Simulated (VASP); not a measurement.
A run of VASP 6.6.1 is set up as follows.

The input POSCAR:

```
SiC
1.0
    0.0000000000      2.1780523476      2.1780523476
    2.1780523476      0.0000000000      2.1780523476
    2.1780523476      2.1780523476      0.0000000000
Si C
1 1
Direct
    0.0000000000      0.0000000000      0.0000000000
    0.2500000000      0.2500000000      0.2500000000
```

Contents of INCAR.step1:

```
SYSTEM = SiC
PREC = Accurate
ENCUT = 520
ISMEAR = 0
SIGMA = 0.01
LREAL = .False.
LASPH = .True.
NELM = 80
NBANDS = 11
GGA = PE
ALGO = Normal
EDIFF = 1E-4
LWAVE = .True.
LCHARG = .False.
```

INCAR.step2

```
SYSTEM = SiC
PREC = Accurate
ENCUT = 520
EDIFF = 1E-7
ISMEAR = 0
SIGMA = 0.01
LREAL = .False.
LASPH = .True.
NELM = 80
ALGO = Normal
ISIF = 2
LWAVE = .False.
LCHARG = .False.
METAGGA = R2SCAN
LMIXTAU = .True.
NBANDS = 11
ISTART = 1
```

The input KPOINTS:

```
regular mesh
0
Gamma
  12 12 12
  0 0 0
```

Potentials or basis: VASP PAW PBE potentials, release 64 (Si, C).

Command:

```sh
$ cat potpaw_PBE.64/Si/POTCAR potpaw_PBE.64/C/POTCAR > POTCAR
$ cp INCAR.step1 INCAR
$ mpirun -np 1 vasp_std > vasp.out
$ cp INCAR.step2 INCAR
$ mpirun -np 1 vasp_std > vasp.out
```

Task: Predict the pressure.

Result: -0.1 GPa.

Task: What does it give for the band gap on the k mesh?

Result: 1.72 eV (least direct gap 5.06 eV).

Caveat: the PAW data sets were made with another functional, which shifts forces and pressure a little. A k mesh can miss the band edges.
